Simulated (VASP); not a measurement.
# C: single point with PBE

C:

```
C
1.0
     3.15399    0.00000    0.00000
     0.00000    3.15399    0.00000
     0.00000    0.00000    2.50640
C
4
Direct
  0.26389 0.00000 0.00000
  0.73611 0.00000 0.00000
  0.00000 0.26389 0.50000
  0.00000 0.73611 0.50000
```

* Program: VASP 6.6.1
* Task: single point
* Functional: PBE
* Potentials or basis: VASP PAW PBE potentials, release 64 (C)
* Cutoff: 600 eV
* k mesh: 6 × 6 × 6
* Occupations: gaussian, width 0.1 eV
* Spin: collinear spin, ferromagnetic start
* Starting moments: [1.0, 1.0, 1.0, 1.0] μB
* Dipole correction: no
* Further INCAR settings: ALGO = Normal; EDIFF = 1e-06; NBANDS = 20

```json
{"Pressure": "44.8 GPa", "Largest force": "2.997 eV/Å", "Band gap on the k mesh": "zero (filled and empty bands overlap)", "Net moment": "0.00 μB per cell", "Valence electrons inside the program's atomic spheres": "C 2.43"}
```

Forces in eV/Å, atoms in the order of the input:
```
C    2.997  0.000  0.000
C   -2.997  0.000  0.000
C    0.000  2.997  0.000
C    0.000 -2.997  0.000
```

Stress tensor (GPa, compression positive):
```
51.08  0.00  0.00
 0.00 51.08  0.00
 0.00  0.00 32.25
```

Levels at points of the mesh, in eV from the Fermi level:
Spin up:
| k point | band 4 | band 5 | band 6 | band 7 | band 8 | band 9 | band 10 | band 11 | band 12 | band 13 |
| --- | --- | --- | --- | --- | --- | --- | --- | --- | --- | --- |
| (0.00, 0.00, 0.00) | -10.35 | -10.35 | -8.55 | -1.58 | -0.57 | 3.67 | 3.67 | 5.62 | 6.14 | 6.14 |
| (0.50, 0.00, 0.00) | -8.73 | -7.49 | -5.44 | -4.18 | -0.99 | -0.25 | 3.84 | 5.84 | 7.61 | 8.56 |
| (0.50, 0.50, 0.00) | -9.42 | -6.19 | -2.00 | -2.00 | -0.78 | -0.78 | -0.03 | 4.77 | 6.17 | 10.38 |
| (0.00, 0.00, 0.50) | -10.74 | -8.00 | -8.00 | -3.01 | -3.01 | 1.24 | 1.24 | 3.20 | 3.20 | 8.03 |
| (0.50, 0.00, 0.50) | -11.56 | -10.48 | -6.40 | -2.28 | -2.02 | 1.62 | 1.67 | 3.38 | 4.08 | 9.52 |
| (0.50, 0.50, 0.50) | -13.58 | -10.23 | -10.23 | -4.26 | -4.26 | 4.16 | 4.16 | 9.19 | 9.19 | 9.24 |
Spin down:
| k point | band 5 | band 6 | band 7 | band 8 | band 9 | band 10 | band 11 | band 12 |
| --- | --- | --- | --- | --- | --- | --- | --- | --- |
| (0.00, 0.00, 0.00) | -10.35 | -8.55 | -1.58 | -0.57 | 3.67 | 3.67 | 5.62 | 6.14 |
| (0.50, 0.00, 0.00) | -7.49 | -5.44 | -4.18 | -0.99 | -0.25 | 3.84 | 5.84 | 7.61 |
| (0.50, 0.50, 0.00) | -6.19 | -2.00 | -2.00 | -0.78 | -0.78 | -0.03 | 4.77 | 6.17 |
| (0.00, 0.00, 0.50) | -8.00 | -8.00 | -3.01 | -3.01 | 1.24 | 1.24 | 3.20 | 3.20 |
| (0.50, 0.00, 0.50) | -10.48 | -6.40 | -2.28 | -2.02 | 1.62 | 1.67 | 3.38 | 4.08 |
| (0.50, 0.50, 0.50) | -10.23 | -10.23 | -4.26 | -4.26 | 4.16 | 4.16 | 9.19 | 9.19 |

Wall time 22 s on 1 thread of Intel(R) Xeon(R) Platinum 8559C (Emerald Rapids), on a shared host, peak memory 0.16 GiB.

Caveat: the k points lie up to 0.42 Å⁻¹ apart; forces of over 1 eV/Å act on the atoms, so gaps and moduli don't describe the material at rest.
